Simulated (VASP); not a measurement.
Wanted: the native input for a VASP 6.6.1 run.

```
Task                   : single point
Functional             : PBEsol
Potentials or basis    : VASP PAW PBE potentials, release 64 (Li_sv, O)
Cutoff                 : 750 eV
k mesh                 : 8 × 8 × 8
Occupations            : gaussian, width 0.01 eV
Spin                   : no spin polarisation
Dipole correction      : no
Further INCAR settings : ALGO = Normal; EDIFF = 1e-06; NBANDS = 13
```

The structure of Li2O lies in POSCAR:

```
Li2O
1.0
   -0.0114496745      2.2842100563      2.2842100563
    2.2842100563     -0.0114496745      2.2842100563
    2.2842100563      2.2842100563     -0.0114496745
Li O
2 1
Direct
    0.2500000000      0.2500000000      0.2500000000
    0.7500000000      0.7500000000      0.7500000000
    0.0000000000      0.0000000000      0.0000000000
```

This cell differs from its parent crystal: equal xy, yz and zx engineering shears of -0.5 %.

The input as run:

INCAR

```
SYSTEM = Li2O
ALGO = Normal
EDIFF = 1E-6
ENCUT = 750
GGA = PS
GGA_COMPAT = .FALSE.
ISIF = 2
ISMEAR = 0
LASPH = .TRUE.
LCHARG = .TRUE.
LELF = .TRUE.
LREAL = .FALSE.
LVHAR = .TRUE.
LWAVE = .FALSE.
NBANDS = 13
NELM = 120
PREC = Accurate
SIGMA = 0.01
```

KPOINTS

```
k-points
0
G
  8 8 8
  0 0 0
```

Potentials or basis: VASP PAW PBE potentials, release 64 (Li_sv, O).

Command:

```sh
$ cat potpaw_PBE.64/Li_sv/POTCAR potpaw_PBE.64/O/POTCAR > POTCAR
$ mpirun -np 1 vasp_std > vasp.out
```

Results of the run:

| Quantity | Value |
| --- | --- |
| Pressure | 0.1 GPa |
| Largest force | 0.005 eV/Å |
| Band gap on the k mesh | 4.86 eV, indirect (least direct gap 5.33 eV) |

Caveat: the cell differs from its parent crystal (equal xy, yz and zx engineering shears of -0.5 %); the PAW data sets were made with another functional, which shifts forces and pressure a little.

It took 18 s on 1 thread of Intel(R) Xeon(R) 6975P-C (Granite Rapids) (shared host), peak memory 0.17 GiB.
